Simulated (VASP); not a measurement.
Runs of VASP 6.6.1 on K. The structure is that of space group Im-3m (No. 229), or close to it. The cells are those of the table. 

```tsv
cell	gap on the mesh (eV)	pressure (GPa)
a = 4.546 Å, angles 109.5°, 1 atom	none	0.2
a = 4.499 Å, angles 109.5°, 1 atom	none	(a)
a = 4.637 Å, angles 109.5°, 1 atom	none	(b)
a = 4.592 Å, angles 109.5°, 1 atom	none	0.1
a = 4.451 Å, angles 109.5°, 1 atom	none	0.5
```

Alike in all rows: task single point; level r2SCAN; potentials or basis VASP PAW PBE potentials, release 64 (K_sv); no spin polarisation; k mesh 9 × 9 × 9; cutoff (eV) 520; smearing fermi-dirac 0.1 eV.

Q: Estimate the missing entries.

A: (a) 0.3; (b) 0.0.

Caveats: the PAW data sets were made with another functional, which shifts forces and pressure a little.

A gap of «none» marks levels without a gap at the run's occupations.
